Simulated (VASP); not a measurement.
# Yb (Im-3m) in VASP: further runs

Yb is run at these levels: revPBE; tasks: single point.

Program: VASP 6.6.1. These are calculated values, not measurements. Logs are shortened: lines on timing, memory, paths and dates and some standing lists are left out, and cuts for length are marked.

**1. The cell of the first run**

The structure is cubic, space group Im-3m (No. 229). Conventional cell: a = 4.019 Å, b = 4.019 Å, c = 4.019 Å, α = 90.00°, β = 90.00°, γ = 90.00°. Within 4.6 Å of Yb (site symmetry m-3m) lie 14 Yb at 3.48 to 4.02 Å.

**2. Single point, revPBE (volume scaled by 0.88)**

Contents of INCAR:

```
SYSTEM = Yb
PREC = Accurate
ENCUT = 520
EDIFF = 1E-6
ISMEAR = -1
SIGMA = 0.1
LREAL = .FALSE.
LASPH = .TRUE.
NELM = 100
ALGO = Normal
ISIF = 2
LWAVE = .FALSE.
LCHARG = .FALSE.
GGA = RE
NBANDS = 18
```

Contents of KPOINTS:

```
Automatic mesh
0
G
  12 12 12
  0 0 0
```

Contents of POSCAR:

```
Yb
1.0
   -2.0094934590      2.0094934590      2.0094934590
    2.0094934590     -2.0094934590      2.0094934590
    2.0094934590      2.0094934590     -2.0094934590
Yb
1
Direct
    0.0000000000      0.0000000000      0.0000000000
```

Potentials or basis: VASP PAW PBE potentials, release 64 (Yb).

On the command line:

```sh
$ cat potpaw_PBE.64/Yb/POTCAR > POTCAR
$ mpirun -np 1 vasp_std > vasp.out
```

OUTCAR:

```text
SYSTEM = Yb
   PREC = Accurate
   ENCUT = 520
   EDIFF = 1E-6
   ISMEAR = -1
   LREAL = .FALSE.
   LASPH = .TRUE.
   NELM = 100
   ISIF = 2
   GGA = RE

 ion  position               nearest neighbor table
   1  0.000  0.000  0.000-

  LATTYP: Found a body centered cubic cell.
 ALAT       =     4.0189869180

  Lattice vectors:

 A1 = (  -2.0094934590,   2.0094934590,   2.0094934590)
 A2 = (   2.0094934590,  -2.0094934590,   2.0094934590)
 A3 = (   2.0094934590,   2.0094934590,  -2.0094934590)

Analysis of symmetry for initial positions (statically):
=====================================================================
 Subroutine PRICEL returns:
 Original cell was already a primitive cell.

 Routine SETGRP: Setting up the symmetry group for a
 body centered cubic supercell.

 Subroutine GETGRP returns: Found 48 space group operations
 (whereof 48 operations were pure point group operations)
 out of a pool of 48 trial point group operations.

The static configuration has the point symmetry O_h .

Analysis of symmetry for dynamics (positions and initial velocities):
=====================================================================
 Subroutine PRICEL returns:
 Original cell was already a primitive cell.

 Routine SETGRP: Setting up the symmetry group for a
 body centered cubic supercell.

 Subroutine GETGRP returns: Found 48 space group operations
 (whereof 48 operations were pure point group operations)
 out of a pool of 48 trial point group operations.

The dynamic configuration has the point symmetry O_h .

 Subroutine INISYM returns: Found 48 space group operations
 (whereof 48 operations are pure point group operations),
 and found     1 'primitive' translations

----------------------------------------------------------------------------------------

                                     Primitive cell

  volume of cell :      32.4579

  direct lattice vectors                    reciprocal lattice vectors
    -2.009493459  2.009493459  2.009493459     0.000000000  0.248818924  0.248818924
     2.009493459 -2.009493459  2.009493459     0.248818924  0.000000000  0.248818924
     2.009493459  2.009493459 -2.009493459     0.248818924  0.248818924  0.000000000

  length of vectors
     3.480544768  3.480544768  3.480544768     0.351883097  0.351883097  0.351883097

  position of ions in fractional coordinates (direct lattice)
     0.000000000  0.000000000  0.000000000

  ion indices of the primitive-cell ions
   primitive index   ion index
                 1           1

----------------------------------------------------------------------------------------

 KPOINTS: Automatic mesh

Automatic generation of k-mesh.
 Grid dimensions read from file:
 generate k-points for:   12   12   12

 Generating k-lattice:

  Cartesian coordinates                     Fractional coordinates (reciprocal lattice)
     0.000000000  0.020734910  0.020734910     0.083333333  0.000000000  0.000000000
     0.020734910  0.000000000  0.020734910     0.000000000  0.083333333  0.000000000
     0.020734910  0.020734910  0.000000000     0.000000000  0.000000000  0.083333333

  Length of vectors
     0.029323591  0.029323591  0.029323591

  Shift w.r.t. Gamma in fractional coordinates (k-lattice)
     0.000000000  0.000000000  0.000000000

 Subroutine IBZKPT returns following result:
 ===========================================

 Found     72 irreducible k-points:

 Following reciprocal coordinates:
            Coordinates               Weight
  0.000000  0.000000  0.000000      1.000000
  0.083333  0.000000  0.000000     12.000000
  0.166667  0.000000  0.000000     12.000000
  0.250000  0.000000  0.000000     12.000000
  0.333333  0.000000  0.000000     12.000000
  0.416667  0.000000  0.000000     12.000000
[... 16 lines left out ...]
  0.333333  0.083333  0.083333     24.000000
  0.416667  0.083333  0.083333     12.000000
 [... further k-points ...]
   k-points           NKPTS =     72   k-points in BZ     NKDIM =     72   number of bands    NBANDS=     18
   number of dos      NEDOS =    301   number of ions     NIONS =      1
   total plane-waves  NPLWV =  21952
   dimension x,y,z NGX =    28 NGY =   28 NGZ =   28
   dimension x,y,z NGXF=    56 NGYF=   56 NGZF=   56
   ions per type =               1
   NGX,Y,Z   is equivalent  to a cutoff of  13.37, 13.37, 13.37 a.u.
   NGXF,Y,Z  is equivalent  to a cutoff of  26.75, 26.75, 26.75 a.u.
 SYSTEM =  Yb
   PREC   = accura    normal or accurate (medium, high low for compatibility)
   ISTART =      0    job   : 0-new  1-cont  2-samecut
   ICHARG =      2    charge: 1-file 2-atom 10-const
   ISPIN  =      1    spin polarized calculation?
   LNONCOLLINEAR =      F non collinear calculations
   LSORBIT =      F    spin-orbit coupling
   LASPH  =      T    aspherical Exc in radial PAW
   ENCUT  =  520.0 eV  38.22 Ry    6.18 a.u.   6.47  6.47  6.47*2*pi/ulx,y,z
   NELM   =    100;   NELMIN=  2; NELMDL= -5     # of ELM steps
   EDIFF  = 0.1E-05   stopping-criterion for ELM
   LREAL  =      F    real-space projection
   EDIFFG = 0.1E-04   stopping-criterion for IOM
   NSW    =      0    number of steps for IOM
   IBRION =     -1    ionic relax: 0-MD 1-quasi-New 2-CG
   NFREE  =      0    steps in history (QN), initial steepest desc. (CG)
   ISIF   =      2    stress and relaxation
   ISYM   =      2    0-nonsym 1-usesym 2-fastsym
   POTIM  = 0.5000    time-step for ionic-motion
   TEBEG  =    0.0;   TEEND  =   0.0 temperature during run
   PSTRESS=    0.0 pullay stress
   NELECT =      24.0000    total number of electrons
   NUPDOWN=      -1.0000    fix difference up-down
   EMIN   =  10.00;   EMAX   =-10.00  energy-range for DOS
   EFERMI =   0.00;   METHOD = LEGACY
   ISMEAR =    -1;   SIGMA  =   0.10  broadening in eV -4-tet -1-fermi 0-gaus
   EFERMI_NEDOS =   21; number of points for ismear=-14 and -15
   IALGO  =     38    algorithm
   IMIX   =      4    mixing-type and parameters
     AMIX     =   0.40;   BMIX     =  1.00
     AMIX_MAG =   1.60;   BMIX_MAG =  1.00
  volume/ion in A,a.u.               =      32.46       219.04
  Fermi-wavevector in a.u.,A,eV,Ry     =   1.480376  2.797505 29.817339  2.191513
  Thomas-Fermi vector in A             =   2.594418
   LORBIT       =      0    0 simple, 1 ext, 2 COOP (PROOUT), +10 PAW based schemes
   GGA     = RE    functional components
   LHFCALC =     F    Hartree Fock is set to
   AEXX    =    0.0000 exact exchange contribution
   IVDW    =     0    specifies the selected vdW correction
   LEPSILON=     F    determine dielectric tensor
   LRPA    =     F    only Hartree local field effects (RPA)
 non-spin polarized calculation
  energy-cutoff  :      520.00
  volume of cell :       32.46
 maximum number of plane-waves:       911
 NGX is ok and might be reduce to    28
   NGX = 13   NGY = 13   NGZ = 13

 number of electron      24.0000008 magnetization

 Free energy of the ion-electron system (eV)
  ---------------------------------------------------
  ext. energy  EPLUGINS =         0.00000000
  ---------------------------------------------------
  free energy    TOTEN  =        -3.33725308 eV

  energy without entropy =       -3.26023668  energy(sigma->0) =       -3.29874488

 E-fermi :   2.0110     XC(G=0):  -9.7885

 val. band max:        2.0065076529   @ k =  -0.4167   0.5000   0.2500
 cond. band min:       2.0195934494   @ k =   0.5000   0.5000   0.2500
 fundamental gap:      0.0130857965
 Fermi energy:         2.0110459471

 k-point     1 :       0.0000    0.0000    0.0000
  band No.  band energies     occupation
      1     -49.7613      2.00000
      2     -21.8501      2.00000
      3     -21.8501      2.00000
      4     -21.8501      2.00000
      5      -3.3648      2.00000
      6       1.4034      1.99542
[... 10 lines left out ...]
     17       7.0939      0.00000
     18      13.2963      0.00000

 k-point     2 :       0.0833    0.0000    0.0000
  band No.  band energies     occupation
      1     -49.7594      2.00000
      2     -21.8834      2.00000
      3     -21.8606      2.00000
      4     -21.8502      2.00000
      5      -3.1756      2.00000
      6       1.4040      1.99539
[... 10 lines left out ...]
     17       7.0915      0.00000
     18      13.5051      0.00000

 k-point     3 :       0.1667    0.0000    0.0000
  band No.  band energies     occupation
      1     -49.7541      2.00000
      2     -21.9730      2.00000
      3     -21.8890      2.00000
      4     -21.8505      2.00000
      5      -2.6332      2.00000
      6       1.4067      1.99527
[... 10 lines left out ...]
     17       7.1162      0.00000
     18      13.8302      0.00000

 k-point     4 :       0.2500    0.0000    0.0000
  band No.  band energies     occupation
      1     -49.7470      2.00000
      2     -22.0924      2.00000
      3     -21.9275      2.00000
      4     -21.8510      2.00000
      5      -1.8174      2.00000
      6       1.4131      1.99495
[... 10 lines left out ...]
     17       7.2291      0.00000
     18      13.3344      0.00000

 k-point     5 :       0.3333    0.0000    0.0000
  band No.  band energies     occupation
      1     -49.7398      2.00000
      2     -22.2083      2.00000
      3     -21.9656      2.00000
      4     -21.8515      2.00000
      5      -0.8822      2.00000
      6       1.4128      1.99497
[... 10 lines left out ...]
     17       7.9262      0.00000
     18      12.2008      0.00000

 k-point     6 :       0.4167    0.0000    0.0000
  band No.  band energies     occupation
      1     -49.7345      2.00000
      2     -22.2912      2.00000
      3     -21.9933      2.00000
      4     -21.8519      2.00000
      5      -0.0983      2.00000
      6       1.4087      1.99517
[... 307 lines left out ...]
 k-point    21 :       0.1667    0.0833    0.0833
  band No.  band energies     occupation
      1     -49.7448      2.00000
      2     -22.1273      2.00000
      3     -21.9163      2.00000
      4     -21.8768      2.00000
      5      -1.4928      2.00000
      6       1.4209      1.99455
[... 10 lines left out ...]
     17       7.2960      0.00000
     18      13.7141      0.00000

 k-point    22 :       0.2500    0.0833    0.0833
  band No.  band energies     occupation
      1     -49.7385      2.00000
      2     -22.2117      2.00000
      3     -21.9675      2.00000
      4     -21.8797      2.00000
      5      -0.5544      2.00000
      6       1.4226      1.99445
[... 10 lines left out ...]
     17       8.3703      0.00000
     18      11.7855      0.00000

 k-point    23 :       0.3333    0.0833    0.0833
  band No.  band energies     occupation
      1     -49.7338      2.00000
      2     -22.2689      2.00000
      3     -22.0082      2.00000
      4     -21.8819      2.00000
      5       0.2623      2.00000
      6       1.4189      1.99465
[... 10 lines left out ...]
     17       9.3644      0.00000
     18      10.5968      0.00000

 k-point    24 :       0.4167    0.0833    0.0833
  band No.  band energies     occupation
      1     -49.7321      2.00000
      2     -22.2891      2.00000
      3     -22.0237      2.00000
      4     -21.8826      2.00000
      5       0.5892      2.00000
      6       1.4170      1.99475
[... 10 lines left out ...]
     17       9.7696      0.00000
     18      10.3283      0.00000

 [... further k-points ...]

------------------------ aborting loop because EDIFF is reached ----------------------------------------

  FORCE on cell =-STRESS in cart. coord.  units (eV):
  Direction    XX          YY          ZZ          XY          YZ          ZX
  --------------------------------------------------------------------------------------
  -------------------------------------------------------------------------------------
  Total        0.4798530      0.4798530      0.4798530      0.0000000      0.0000000     -0.0000000
  in kB       23.6863974     23.6863974     23.6863974      0.0000000      0.0000000     -0.0000000
  external PRESSURE =      23.6863974 kB  Pullay stress =       0.0000000 kB

 VOLUME and BASIS-vectors are now :
 -----------------------------------------------------------------------------
  energy-cutoff  :      520.00
  volume of cell :       32.46
      direct lattice vectors                 reciprocal lattice vectors
    -2.009493459  2.009493459  2.009493459     0.000000000  0.248818924  0.248818924
     2.009493459 -2.009493459  2.009493459     0.248818924  0.000000000  0.248818924
     2.009493459  2.009493459 -2.009493459     0.248818924  0.248818924  0.000000000

 POSITION                                       TOTAL-FORCE (eV/Angst)
 -----------------------------------------------------------------------------------
      0.00000      0.00000      0.00000        -0.000000      0.000000     -0.000000
 -----------------------------------------------------------------------------------
    total drift:                                0.000000      0.000000      0.000000

  FREE ENERGIE OF THE ION-ELECTRON SYSTEM (eV)
  ---------------------------------------------------
  free  energy   TOTEN  =        -3.3372530762 eV

  energy  without entropy=       -3.2602366796  energy(sigma->0) =       -3.29874488
```

It took 3.9 min on 1 thread of AMD EPYC 7R13 (Zen 3), shared host; peak memory 0.17 GiB.

What came out:

- Free energy: -3.3373 eV
- Pressure: 2.4 GPa
- Band gap on the k mesh: zero (band 12 reaches 2.42 eV, above the bottom of band 13 at 1.57 eV)

Caveat: the PAW data sets were made with another functional, which shifts forces and pressure a little; spin-orbit coupling is left out, which moves the levels of the heavy elements. Spin polarisation is off, so any magnetic state and its effect on volume and gap are missing.

[end of part 1 of 2]
